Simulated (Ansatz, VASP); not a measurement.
KF: VASP beside Ansatz

```xyz
2
Lattice="0.0000 2.6135 2.6135 2.6135 0.0000 2.6135 2.6135 2.6135 0.0000" Properties=species:S:1:pos:R:3 pbc="T T T"
K     0.0000    0.0000    0.0000
F     2.6135    2.6135    2.6135
```

Alike in both runs: task single point; functional PBEsol; dispersion D3(BJ); k mesh 8 × 8 × 8; occupations gaussian, width 0.05 eV; no spin polarisation.

|  | VASP | Ansatz |
| --- | --- | --- |
| version | VASP 6.6.1 | Ansatz 0.2.0 |
| potentials or method | VASP PAW PBE potentials, release 64 (K_sv, F), cutoff 520 eV | scalar-relativistic, plane waves, PAW |
| valence electrons in the cell | 16 | 16 |

VASP gave:

```
gap on the k mesh at the Fermi level (eV) : 6.37
least direct gap on the mesh (eV)         : 6.37
pressure (GPa)                            : 0.2
```

**Question.** Estimate Ansatz's values.

**Answer.** gap on the k mesh at the Fermi level (eV): 6.39; least direct gap on the mesh (eV): 6.39; pressure (GPa): 0.1.

VASP's potentials were made for PBE, not for PBEsol.
